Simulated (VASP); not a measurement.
# Cu: single point with PBE

The system is Cu.

```
Cu
1.0
     0.00000    1.66290    1.66290
     1.66290    0.00000    1.66290
     1.66290    1.66290    0.00000
Cu
1
Cartesian
  0.0000 0.0000 0.0000
```

This cell differs from its parent crystal: strain -0.080 along x and y, -0.080 along z.

| Property | Result |
| --- | --- |
| Program | VASP 6.6.1 |
| Task | single point |
| Functional | PBE |
| Potentials or basis | VASP PAW PBE potentials, release 64 (Cu) |
| Cutoff | 520 eV |
| k mesh | 22 × 22 × 22 |
| Occupations | gaussian, width 0.15 eV |
| Spin | no spin polarisation |
| Dipole correction | no |
| Further INCAR settings | ALGO = Normal; EDIFF = 1e-06; NBANDS = 12 |

```
Pressure : 71.8 GPa
```

Levels at points of the mesh, in eV from the Fermi level:
```
           k point  band 3  band 4  band 5  band 6  band 7  band 8  band 9  band 10
(0.00, 0.00, 0.00)   -4.02   -4.02   -2.81   -2.81   24.44   29.13   29.13    29.13
(0.50, 0.00, 0.00)   -4.08   -1.98   -1.98   -1.88    5.13   22.82   26.16    26.16
(0.50, 0.50, 0.00)   -2.00   -1.76   -1.76    1.23    8.95   15.08   15.08    20.31
```

Run time: 13 s on 1 thread of Intel(R) Xeon(R) 6975P-C (Granite Rapids), with other jobs on the host, peak memory 0.14 GiB.

Caveat: the cell differs from its parent crystal (strain -0.080 along x and y, -0.080 along z).
